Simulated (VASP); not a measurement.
# TiAl3 (P4mm) in VASP: single point with PBEsol

Aim: the single point of TiAl3 with PBEsol.

All numbers are computed with VASP 6.6.1; they aren't measurements. Logs are shortened: lines on timing, memory, paths and dates and some standing lists are left out, and cuts for length are marked.

## Step 1: The cell of the first run

Symmetry: P4mm, No. 99, tetragonal system. The conventional cell has a = 3.948 Å, b = 3.948 Å, c = 3.948 Å, α = 90.00°, β = 90.00°, γ = 90.00°. Within 3.5 Å of Ti (site symmetry 4mm) lie 12 Al at 2.67 to 2.92 Å. Within 3.5 Å of Al (site symmetry 2mm) lie 4 Ti at 2.67 to 2.92 Å and 8 Al at 2.79 Å. Within 3.7 Å of Al (site symmetry 4mm) lie 8 Al at 2.79 Å and 4 Ti at 2.80 Å.

## Step 2: Single point, PBEsol (atom 1 (Ti) moved +0.180 Å towards its neighbour atom 1 (Ti) at 3.948 Å)

File INCAR:

```
  PREC = Accurate
  ENCUT = 520
  EDIFF = 1E-7
  ISMEAR = 0
  SIGMA = 0.15
  LREAL = False
  LASPH = True
  NELM = 80
  ALGO = Fast
  ISIF = 2
  LWAVE = False
  LCHARG = False
  GGA = PS
  NBANDS = 18
```

File KPOINTS:

```
Automatic mesh
0
Gamma
  12 12 12
```

File POSCAR:

```
TiAl3
1.0
    3.9483448106      0.0000000000      0.0000000000
    0.0000000000      3.9483448106      0.0000000000
    0.0000000000      0.0000000000      3.9483448106
Ti Al
1 3
Direct
   -0.0455887235      0.0000000000      0.0000000000
    0.5000000000      0.5000000000      0.0000000000
    0.5000000000      0.0000000000      0.5000000000
    0.0000000000      0.5000000000      0.5000000000
```

Potentials or basis: VASP PAW PBE potentials, release 64 (Ti_sv, Al).

The run is started by

```console
> cat potpaw_PBE.64/Ti_sv/POTCAR potpaw_PBE.64/Al/POTCAR > POTCAR
> mpirun -np 1 vasp_std > vasp.out
```

OUTCAR:

```text
PREC = Accurate
   ENCUT = 520
   EDIFF = 1E-7
   ISMEAR = 0
   LREAL = False
   LASPH = True
   NELM = 80
   ISIF = 2
   GGA = PS

 ion  position               nearest neighbor table
   1  0.954  0.000  0.000-   2 2.67   3 2.67   3 2.67   2 2.67   4 2.80   4 2.80   4 2.80   4 2.80
                             2 2.92   3 2.92   3 2.92   2 2.92
   2  0.500  0.500  0.000-   1 2.67   1 2.67   4 2.79   3 2.79   4 2.79   3 2.79   3 2.79   3 2.79
                             4 2.79   4 2.79   1 2.92   1 2.92
   3  0.500  0.000  0.500-   1 2.67   1 2.67   4 2.79   2 2.79   2 2.79   2 2.79   4 2.79   2 2.79
                             4 2.79   4 2.79   1 2.92   1 2.92
   4  0.000  0.500  0.500-   2 2.79   3 2.79   2 2.79   3 2.79   2 2.79   3 2.79   2 2.79   3 2.79
                             1 2.80   1 2.80   1 2.80   1 2.80

  LATTYP: Found a simple cubic cell.
 ALAT       =     3.9483448106

  Lattice vectors:

 A1 = (   3.9483448106,   0.0000000000,   0.0000000000)
 A2 = (   0.0000000000,   3.9483448106,   0.0000000000)
 A3 = (   0.0000000000,   0.0000000000,   3.9483448106)

Analysis of symmetry for initial positions (statically):
=====================================================================
 Subroutine PRICEL returns:
 Original cell was already a primitive cell.

 Routine SETGRP: Setting up the symmetry group for a
 simple cubic supercell.

 Subroutine GETGRP returns: Found  8 space group operations
 (whereof  8 operations were pure point group operations)
 out of a pool of 48 trial point group operations.

The static configuration has the point symmetry C_4v.

Analysis of symmetry for dynamics (positions and initial velocities):
=====================================================================
 Subroutine PRICEL returns:
 Original cell was already a primitive cell.

 Routine SETGRP: Setting up the symmetry group for a
 simple cubic supercell.

 Subroutine GETGRP returns: Found  8 space group operations
 (whereof  8 operations were pure point group operations)
 out of a pool of 48 trial point group operations.

The dynamic configuration has the point symmetry C_4v.

 Subroutine INISYM returns: Found  8 space group operations
 (whereof  8 operations are pure point group operations),
 and found     1 'primitive' translations

----------------------------------------------------------------------------------------

                                     Primitive cell

  volume of cell :      61.5524

  direct lattice vectors                    reciprocal lattice vectors
     3.948344811  0.000000000  0.000000000     0.253270686  0.000000000  0.000000000
     0.000000000  3.948344811  0.000000000     0.000000000  0.253270686  0.000000000
     0.000000000  0.000000000  3.948344811     0.000000000  0.000000000  0.253270686

  length of vectors
     3.948344811  3.948344811  3.948344811     0.253270686  0.253270686  0.253270686

  position of ions in fractional coordinates (direct lattice)
     0.954411276  0.000000000  0.000000000
     0.500000000  0.500000000  0.000000000
     0.500000000  0.000000000  0.500000000
     0.000000000  0.500000000  0.500000000

  ion indices of the primitive-cell ions
   primitive index   ion index
                 1           1
                 2           2
                 3           3
                 4           4

----------------------------------------------------------------------------------------

 KPOINTS: Automatic mesh

Automatic generation of k-mesh.
 Grid dimensions read from file:
 generate k-points for:   12   12   12

 Generating k-lattice:

  Cartesian coordinates                     Fractional coordinates (reciprocal lattice)
     0.021105891  0.000000000  0.000000000     0.083333333  0.000000000  0.000000000
     0.000000000  0.021105891  0.000000000     0.000000000  0.083333333  0.000000000
     0.000000000  0.000000000  0.021105891     0.000000000  0.000000000  0.083333333

  Length of vectors
     0.021105891  0.021105891  0.021105891

  Shift w.r.t. Gamma in fractional coordinates (k-lattice)
     0.000000000  0.000000000  0.000000000

 Subroutine IBZKPT returns following result:
 ===========================================

 Found    196 irreducible k-points:

 Following reciprocal coordinates:
            Coordinates               Weight
  0.000000  0.000000  0.000000      1.000000
  0.083333  0.000000  0.000000      2.000000
  0.000000  0.083333  0.000000      4.000000
  0.166667  0.000000  0.000000      2.000000
  0.000000  0.166667  0.000000      4.000000
  0.250000  0.000000  0.000000      2.000000
[... 16 lines left out ...]
  0.000000  0.333333  0.083333      8.000000
  0.083333  0.000000  0.333333      8.000000
 [... further k-points ...]
   k-points           NKPTS =    196   k-points in BZ     NKDIM =    196   number of bands    NBANDS=     18
   number of dos      NEDOS =    301   number of ions     NIONS =      4
   total plane-waves  NPLWV =  27000
   dimension x,y,z NGX =    30 NGY =   30 NGZ =   30
   dimension x,y,z NGXF=    60 NGYF=   60 NGZF=   60
   ions per type =               1   3
   NGX,Y,Z   is equivalent  to a cutoff of  12.63, 12.63, 12.63 a.u.
   NGXF,Y,Z  is equivalent  to a cutoff of  25.26, 25.26, 25.26 a.u.
 SYSTEM =  unknown system
   PREC   = accura    normal or accurate (medium, high low for compatibility)
   ISTART =      0    job   : 0-new  1-cont  2-samecut
   ICHARG =      2    charge: 1-file 2-atom 10-const
   ISPIN  =      1    spin polarized calculation?
   LNONCOLLINEAR =      F non collinear calculations
   LSORBIT =      F    spin-orbit coupling
   LASPH  =      T    aspherical Exc in radial PAW
   ENCUT  =  520.0 eV  38.22 Ry    6.18 a.u.   7.34  7.34  7.34*2*pi/ulx,y,z
   NELM   =     80;   NELMIN=  2; NELMDL= -5     # of ELM steps
   EDIFF  = 0.1E-06   stopping-criterion for ELM
   LREAL  =      F    real-space projection
   EDIFFG = 0.1E-05   stopping-criterion for IOM
   NSW    =      0    number of steps for IOM
   IBRION =     -1    ionic relax: 0-MD 1-quasi-New 2-CG
   NFREE  =      0    steps in history (QN), initial steepest desc. (CG)
   ISIF   =      2    stress and relaxation
   ISYM   =      2    0-nonsym 1-usesym 2-fastsym
   POTIM  = 0.5000    time-step for ionic-motion
   TEBEG  =    0.0;   TEEND  =   0.0 temperature during run
   PSTRESS=    0.0 pullay stress
   NELECT =      21.0000    total number of electrons
   NUPDOWN=      -1.0000    fix difference up-down
   EMIN   =  10.00;   EMAX   =-10.00  energy-range for DOS
   EFERMI =   0.00;   METHOD = LEGACY
   ISMEAR =     0;   SIGMA  =   0.15  broadening in eV -4-tet -1-fermi 0-gaus
   EFERMI_NEDOS =   21; number of points for ismear=-14 and -15
   IALGO  =     68    algorithm
   IMIX   =      4    mixing-type and parameters
     AMIX     =   0.40;   BMIX     =  1.00
     AMIX_MAG =   1.60;   BMIX_MAG =  1.00
  volume/ion in A,a.u.               =      15.39       103.84
  Fermi-wavevector in a.u.,A,eV,Ry     =   1.143930  2.161715 17.804261  1.308576
  Thomas-Fermi vector in A             =   2.280624
   LORBIT       =      0    0 simple, 1 ext, 2 COOP (PROOUT), +10 PAW based schemes
   GGA     = PS    functional components
   LHFCALC =     F    Hartree Fock is set to
   AEXX    =    0.0000 exact exchange contribution
   IVDW    =     0    specifies the selected vdW correction
   LEPSILON=     F    determine dielectric tensor
   LRPA    =     F    only Hartree local field effects (RPA)
 non-spin polarized calculation
 RMM-DIIS sequential band-by-band and
 Gauss-broadening in eV      SIGMA  =   0.15
  energy-cutoff  :      520.00
  volume of cell :       61.55
 maximum number of plane-waves:      1683
 NGX is ok and might be reduce to    30
   NGX = 15   NGY = 15   NGZ = 15

 number of electron      20.9999996 magnetization

 Free energy of the ion-electron system (eV)
  ---------------------------------------------------
  ext. energy  EPLUGINS =         0.00000000
  ---------------------------------------------------
  free energy    TOTEN  =       -21.98179250 eV

  energy without entropy =      -21.95370689  energy(sigma->0) =      -21.96774969

 E-fermi :   9.0910     XC(G=0): -10.9319

 val. band max:        9.0875961621   @ k =   0.0833   0.1667   0.1667
 cond. band min:       9.1044474188   @ k =   0.5000   0.0833   0.0000
 fundamental gap:      0.0168512567
 Fermi energy:         9.0910340576

 k-point     1 :       0.0000    0.0000    0.0000
  band No.  band energies     occupation
      1     -47.5779      2.00000
      2     -23.9911      2.00000
      3     -23.9911      2.00000
      4     -23.9906      2.00000
      5      -1.7475      2.00000
      6       5.9437      2.00000
[... 10 lines left out ...]
     17      14.8599      0.00000
     18      14.9058      0.00000

 k-point     2 :       0.0833    0.0000    0.0000
  band No.  band energies     occupation
      1     -47.5778      2.00000
      2     -23.9920      2.00000
      3     -23.9910      2.00000
      4     -23.9910      2.00000
      5      -1.6797      2.00000
      6       5.4148      2.00000
[... 10 lines left out ...]
     17      14.7667      0.00000
     18      14.7674      0.00000

 k-point     3 :       0.0000    0.0833    0.0000
  band No.  band energies     occupation
      1     -47.5778      2.00000
      2     -23.9925      2.00000
      3     -23.9910      2.00000
      4     -23.9905      2.00000
      5      -1.6796      2.00000
      6       5.4189      2.00000
[... 10 lines left out ...]
     17      14.7988      0.00000
     18      14.9812      0.00000

 k-point     4 :       0.1667    0.0000    0.0000
  band No.  band energies     occupation
      1     -47.5777      2.00000
      2     -23.9959      2.00000
      3     -23.9907      2.00000
      4     -23.9907      2.00000
      5      -1.4775      2.00000
      6       4.4568      2.00000
[... 375 lines left out ...]
      4     -23.9899      2.00000
      5      -0.6273      2.00000
      6       2.5237      2.00000
[... 10 lines left out ...]
     17      12.9355      0.00000
     18      14.9437      0.00000

 k-point    23 :       0.0000    0.3333    0.0833
  band No.  band energies     occupation
      1     -47.5772      2.00000
      2     -24.0070      2.00000
      3     -23.9913      2.00000
      4     -23.9894      2.00000
      5      -0.6265      2.00000
      6       2.5282      2.00000
[... 10 lines left out ...]
     17      13.1489      0.00000
     18      14.8506      0.00000

 k-point    24 :       0.0833    0.0000    0.3333
  band No.  band energies     occupation
      1     -47.5772      2.00000
      2     -24.0071      2.00000
      3     -23.9908      2.00000
      4     -23.9899      2.00000
      5      -0.6265      2.00000
      6       2.5282      2.00000
[... 10 lines left out ...]
     17      13.0507      0.00000
     18      14.9851      0.00000

 [... further k-points ...]

------------------------ aborting loop because EDIFF is reached ----------------------------------------

  FORCE on cell =-STRESS in cart. coord.  units (eV):
  Direction    XX          YY          ZZ          XY          YZ          ZX
  --------------------------------------------------------------------------------------
  -------------------------------------------------------------------------------------
  Total        0.5717432      0.4161225      0.4161225     -0.0000000      0.0000000      0.0000000
  in kB       14.8821747     10.8314501     10.8314501     -0.0000000      0.0000000      0.0000000
  external PRESSURE =      12.1816916 kB  Pullay stress =       0.0000000 kB

 VOLUME and BASIS-vectors are now :
 -----------------------------------------------------------------------------
  energy-cutoff  :      520.00
  volume of cell :       61.55
      direct lattice vectors                 reciprocal lattice vectors
     3.948344811  0.000000000  0.000000000     0.253270686  0.000000000  0.000000000
     0.000000000  3.948344811  0.000000000     0.000000000  0.253270686  0.000000000
     0.000000000  0.000000000  3.948344811     0.000000000  0.000000000  0.253270686

 POSITION                                       TOTAL-FORCE (eV/Angst)
 -----------------------------------------------------------------------------------
      3.76834      0.00000      0.00000         1.676812      0.000000     -0.000000
      1.97417      1.97417      0.00000        -0.743517     -0.000000      0.000000
      1.97417      0.00000      1.97417        -0.743517     -0.000000      0.000000
      0.00000      1.97417      1.97417        -0.189779     -0.000000      0.000000
 -----------------------------------------------------------------------------------
    total drift:                                0.002172     -0.000000      0.000002

  FREE ENERGIE OF THE ION-ELECTRON SYSTEM (eV)
  ---------------------------------------------------
  free  energy   TOTEN  =       -21.9817924979 eV

  energy  without entropy=      -21.9537068914  energy(sigma->0) =      -21.96774969
```

It took 4.7 min on 1 thread of Intel Xeon Platinum 8488C (Sapphire Rapids), shared host; peak memory 0.31 GiB.

What came out:

```yaml
Free_energy: -21.9818 eV
Pressure: 1.2 GPa
Largest_force: 1.677 eV/Å
Band_gap_on_the_k_mesh: zero (an odd number of electrons rules out a gap without spin polarisation)
```

Forces on the atoms (eV/Å):
```
Ti   1.677  0.000  0.000
Al  -0.744  0.000  0.000
Al  -0.744  0.000  0.000
Al  -0.190  0.000  0.000
```

Caveat: the cell differs from its parent crystal (atom 1 (Ti) moved +0.180 Å towards its neighbour atom 1 (Ti) at 3.948 Å); the PAW data sets were made with another functional, which shifts forces and pressure a little.
